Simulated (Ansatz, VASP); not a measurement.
# Ge2Bi2S: VASP beside Ansatz

```
Ge Bi S
1.0
     6.05080   -3.68698    0.00000
     6.05080    3.68698    0.00000
     0.00000    0.00000    7.09200
Ge Bi S
4 4 2
Direct
  0.00463 0.29915 0.78215
  0.70085 0.99537 0.78215
  0.99537 0.70085 0.28215
  0.29915 0.00463 0.28215
  0.35460 0.92047 0.67215
  0.07953 0.64540 0.67215
  0.64540 0.07953 0.17215
  0.92047 0.35460 0.17215
  0.70918 0.29082 0.65449
  0.29082 0.70918 0.15449
```

Alike in both runs: functional PBE; k mesh 6 × 6 × 6; occupations gaussian, width 0.1 eV; no spin polarisation.

Ansatz relaxed the structure, and its values are those at the end. VASP's run is a single point on that final structure, the one shown.

|  | VASP | Ansatz |
| --- | --- | --- |
| version | VASP 6.6.1 | Ansatz 0.2.0 |
| potentials or method | VASP PAW PBE potentials, release 64 (Ge_d, Bi_d, S), cutoff 520 eV | scalar-relativistic, plane waves, PAW |
| valence electrons in the cell | 128 | 128 |

|  | VASP | Ansatz | Ansatz less VASP |
| --- | --- | --- | --- |
| gap on the k mesh at the Fermi level (eV) | none | none | - |
| pressure (GPa) | 0.0 | 0.0 | +0.06 |
| rms of the force components (eV/Å) | 0.009 | 0.002 | -0.0070 |

A gap of «none» marks a metal or a gap that the smearing closes.

Spin-orbit coupling is off throughout.
